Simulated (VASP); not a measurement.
Set up this calculation in VASP 6.6.1, as the native input.

- Task: single point
- Functional: PBE
- Potentials or basis: VASP PAW PBE potentials, release 64 (Li_sv)
- Cutoff: 520 eV
- k mesh: 11 × 11 × 11
- Occupations: gaussian, width 0.018 eV
- Spin: no spin polarisation
- Dipole correction: no
- Further INCAR settings: ALGO = Fast; EDIFF = 1e-07; NBANDS = 8

The structure of Li lies in POSCAR:

```
Li
1.0
   -1.7546500000      1.7546500000      1.7546500000
    1.7546500000     -1.7546500000      1.7546500000
    1.7546500000      1.7546500000     -1.7546500000
Li
1
Direct
    0.0000000000      0.0000000000      0.0000000000
```

These files were run (other wordings do the same):

INCAR

```
PREC = Accurate
ENCUT = 520
EDIFF = 1E-7
ISMEAR = 0
SIGMA = 0.018000000000000002
LREAL = False
LASPH = True
NELM = 80
ALGO = Fast
ISIF = 2
LWAVE = False
LCHARG = True
GGA = PE
LELF = True
LVHAR = True
NBANDS = 8
```

KPOINTS

```
regular mesh
0
Gamma
  11 11 11
```

Potentials or basis: VASP PAW PBE potentials, release 64 (Li_sv).

Launch:

```sh
$ cat potpaw_PBE.64/Li_sv/POTCAR > POTCAR
$ mpirun -np 1 vasp_std > vasp.out
```

Wall time 14 s on 1 thread of Intel Xeon 8259CL, on a shared host, peak memory 0.13 GiB.
